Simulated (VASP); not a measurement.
CdTe (rocksalt type):

```
Cd Te
1.0
     0.00000    2.89816    2.89816
     2.89816    0.00000    2.89816
     2.89816    2.89816    0.00000
Cd Te
1 1
Direct
  0.00000 0.00000 0.00000
  0.50000 0.50000 0.50000
```

```yaml
Program: VASP 6.6.1
Task: relaxation of cell and atoms
Functional: PBE
Potentials_or_basis: VASP PAW PBE potentials, release 64 (Cd, Te)
Cutoff: 600 eV
k_mesh: 12 × 12 × 12
Occupations: fermi-dirac, width 0.05 eV
Spin: no spin polarisation
```

At the start: pressure 11.8 GPa; volume 24.34 Å³/atom.

Problem. How do energy, volume and symmetry change on relaxing?

Solution. Over 5 steps the energy falls by 138.9 meV/atom and the volume is 28.80 Å³/atom (+18.3 %); space group Fm-3m (No. 225, to 0.1 Å) before and after.

The path:
| step | energy change (eV) | largest force (eV/Å) | pressure (GPa) | volume (Å³) |
| --- | --- | --- | --- | --- |
| 1 | 0.0000 | 0.0000 | 11.79 | 48.69 |
| 2 | -0.2281 | 0.0000 | -3.06 | 62.43 |
| 3 | -0.2777 | 0.0000 | 0.08 | 57.52 |
| 4 | -0.2777 | 0.0000 | -0.07 | 57.71 |
| 5 | -0.2778 | 0.0000 | 0.00 | 57.61 |

Final structure:
```xyz
2
Lattice="0.0000 3.0654 3.0654 3.0654 0.0000 3.0654 3.0654 3.0654 0.0000" Properties=species:S:1:pos:R:3 pbc="T T T"
Cd    3.0654    3.0654    6.1308
Te    3.0654    3.0654    3.0654
```

Caveat: the volume moved by over 15 % at a fixed basis, so the end points are rough.
